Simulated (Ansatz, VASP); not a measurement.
## HfSiO4: VASP beside Ansatz

```
Hf Si O
1.0
    -3.28625    3.28625    2.98160
     3.28625   -3.28625    2.98160
     3.28625    3.28625   -2.98160
Hf Si O
2 2 8
Direct
  0.00000 0.00000 0.00000
  0.75000 0.25000 0.50000
  0.50000 0.50000 0.00000
  0.25000 0.75000 0.50000
  0.68020 0.49570 0.81550
  0.24570 0.93020 0.31550
  0.68020 0.86470 0.18450
  0.61470 0.93020 0.68450
  0.06980 0.38530 0.31550
  0.50430 0.31980 0.18450
  0.06980 0.75430 0.68450
  0.13530 0.31980 0.81550
```

Alike in both runs: functional BLYP; k mesh 6 × 6 × 6; occupations fermi-dirac, width 0.05 eV; no spin polarisation.

|  | VASP | Ansatz |
| --- | --- | --- |
| version | VASP 6.6.1 | Ansatz 0.2.0 |
| potentials or method | VASP PAW PBE potentials, release 64 (Hf_pv, Si, O) | Ansatz PAW |
| plane-wave cutoff (eV) | 520 | 420 |
| valence electrons in the cell | 76 | 108 |
| task | single point | band structure |

Ansatz gave:

* gap on the k mesh at the Fermi level (eV): 5.49
* least direct gap on the mesh (eV): 5.82
* pressure (GPa): 12.0
* traceless stress, the component that is largest in VASP (GPa): 1.17
* rms of the force components (eV/Å): 0.077

Q: Estimate VASP's values.

A: gap on the k mesh at the Fermi level (eV): 5.44; least direct gap on the mesh (eV): 5.78; pressure (GPa): 11.2; traceless stress, the component that is largest in VASP (GPa): 1.58; rms of the force components (eV/Å): 0.183.

VASP's potentials were made for PBE, not for BLYP. Atom by atom the forces differ by 0.114 eV/Å (rms over components). With one functional, cell and mesh, what is left measures potentials, basis and numerics. VASP's potentials hold 76 valence electrons a cell and Ansatz's 108, so a difference there can come from the potentials and not from the codes.

Spin-orbit coupling is off throughout.
